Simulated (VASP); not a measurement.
**Lu4C3: relaxation of cell and atoms with PBE**

Crystal: Lu4C3.

```
CELL_PARAMETERS angstrom
5.18668 0.00000 0.00000
0.00000 5.18668 0.00000
0.00000 0.00000 5.18668
ATOMIC_POSITIONS crystal
Lu 0.50000 0.00000 0.00000
Lu 0.00000 0.50000 0.00000
Lu 0.00000 0.00000 0.50000
Lu 0.50000 0.50000 0.50000
C 0.00000 0.50000 0.50000
C 0.50000 0.00000 0.50000
C 0.50000 0.50000 0.00000
```

* Program: VASP 6.6.1
* Task: relaxation of cell and atoms
* Functional: PBE
* Potentials or basis: VASP PAW PBE potentials, release 64 (Lu, C)
* Cutoff: 600 eV
* k mesh: 4 × 4 × 4
* Occupations: gaussian, width 0.1 eV
* Spin: no spin polarisation
* Dipole correction: no
* Further INCAR settings: ALGO = Normal; EDIFF = 1e-06; IBRION = 2; EDIFFG = -0.04; NSW = 90; ISIF = 3

| Property | Result |
| --- | --- |
| Relaxed volume | 16.81 Å³/atom |
| Relaxed cell | a = 4.900 Å, b = 4.900 Å, c = 4.900 Å, α = 90.00°, β = 90.00°, γ = 90.00° |
| Space group after relaxing (to 0.05 Å) | Pm-3m (No. 221) |
| Energy gained by relaxing | 157.8 meV/atom |
| Ionic steps | 4 |
| Pressure after relaxing | 0.2 GPa |
| Band gap on the k mesh | zero (band 56 reaches 3.48 eV, above the bottom of band 57 at 2.37 eV) |

The path:
```tsv
step	energy change (eV)	largest force (eV/Å)	pressure (GPa)	volume (Å³)
1	0.0000	0.0000	-14.30	139.53
2	-0.6334	0.0000	14.75	106.60
3	-1.1047	0.0000	-0.38	118.07
4	-1.1046	0.0000	0.21	117.67
```

Final structure:
```
CELL_PARAMETERS angstrom
4.90023 0.00000 0.00000
0.00000 4.90023 0.00000
0.00000 0.00000 4.90023
ATOMIC_POSITIONS crystal
Lu 0.50000 0.00000 0.00000
Lu 0.00000 0.50000 0.00000
Lu 0.00000 0.00000 0.50000
Lu 0.50000 0.50000 0.50000
C 0.00000 0.50000 0.50000
C 0.50000 0.00000 0.50000
C 0.50000 0.50000 0.00000
```

Levels at points of the mesh, in eV from the Fermi level:
| k point | band 53 | band 54 | band 55 | band 56 | band 57 | band 58 | band 59 | band 60 |
| --- | --- | --- | --- | --- | --- | --- | --- | --- |
| (0.00, 0.00, 0.00) | 0.23 | 0.23 | 0.94 | 0.94 | 0.94 | 1.60 | 1.60 | 1.60 |
| (0.50, 0.00, 0.00) | -0.57 | -0.57 | -0.56 | 0.86 | 0.86 | 1.31 | 1.60 | 2.64 |
| (0.50, 0.50, 0.00) | -0.92 | -0.92 | -0.85 | -0.79 | 0.18 | 1.30 | 2.19 | 2.19 |
| (0.50, 0.50, 0.50) | -1.35 | -1.35 | -1.14 | -1.14 | 0.86 | 1.81 | 1.81 | 1.81 |

Run time: 5 min on 1 thread of Intel(R) Xeon(R) 6975P-C (Granite Rapids) (shared host), peak memory 0.33 GiB.

Caveat: the volume moved by over 15 % at a fixed basis, so the end points are rough; spin-orbit coupling is left out, which moves the levels of the heavy elements.
